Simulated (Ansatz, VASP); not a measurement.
## One calculation of ZrBr5, two programs

```
CELL_PARAMETERS angstrom
0.00000 4.27847 4.27847
4.27847 0.00000 4.27847
4.27847 4.27847 0.00000
ATOMIC_POSITIONS crystal
Zr 0.00000 0.00000 0.00000
Br 0.37492 0.87523 0.37492
Br 0.37492 0.37492 0.37492
Br 0.75000 0.75000 0.75000
Br 0.87523 0.37492 0.37492
Br 0.37492 0.37492 0.87523
```

Change from the starting cell: species swapped into the CaAu5 type (F-43m, No. 216).

Alike in both runs: functional PBE; k mesh 8 × 8 × 8; occupations gaussian, width 0.1 eV; no spin polarisation.

Ansatz relaxed the structure, and its values are those at the end. VASP's run is a single point on that final structure, the one shown.

```csv
,VASP,Ansatz
version,VASP 6.6.1,Ansatz 0.2.0
potentials or method,"VASP PAW PBE potentials, release 64 (Zr_sv, Br), cutoff 520 eV","scalar-relativistic, plane waves, PAW"
valence electrons in the cell,47,47
```

|  | VASP | Ansatz | Ansatz less VASP |
| --- | --- | --- | --- |
| gap on the k mesh at the Fermi level (eV) | none | none | - |
| pressure (GPa) | 0.0 | 0.0 | -0.01 |
| rms of the force components (eV/Å) | 0.006 | 0.006 | +0.0002 |

A gap of «none» marks a metal or a gap that the smearing closes. With one functional, cell and mesh, what is left measures potentials, basis and numerics.
